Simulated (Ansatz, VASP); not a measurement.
# NbGa2N2 in VASP and in Ansatz

```xyz
5
Lattice="4.1962 0.0000 0.0000 0.0000 4.1962 0.0000 0.0000 0.0000 5.4741" Properties=species:S:1:pos:R:3 pbc="T T T"
Nb    2.0981    2.0981    0.0000
Ga    2.0981    2.0981    2.7370
Ga    0.0000    0.0000    0.0000
N     0.0000    2.0981    0.0000
N     2.0981    0.0000    0.0000
```

Alike in both runs: functional PBE; k mesh 10 × 10 × 8; occupations gaussian, width 0.1 eV; no spin polarisation.

Ansatz relaxed the structure, and its values are those at the end. VASP's run is a single point on that final structure, the one shown.

```csv
,VASP,Ansatz
version,VASP 6.6.1,Ansatz 0.2.0
potentials or method,"VASP PAW PBE potentials, release 64 (Nb_sv, Ga_d, N), cutoff 520 eV","scalar-relativistic, plane waves, PAW"
valence electrons in the cell,49,49
```

```tsv
	VASP	Ansatz	Ansatz less VASP
gap on the k mesh at the Fermi level (eV)	none	none	-
pressure (GPa)	0.0	0.0	+0.04
```

A gap of «none» marks a metal or a gap that the smearing closes.
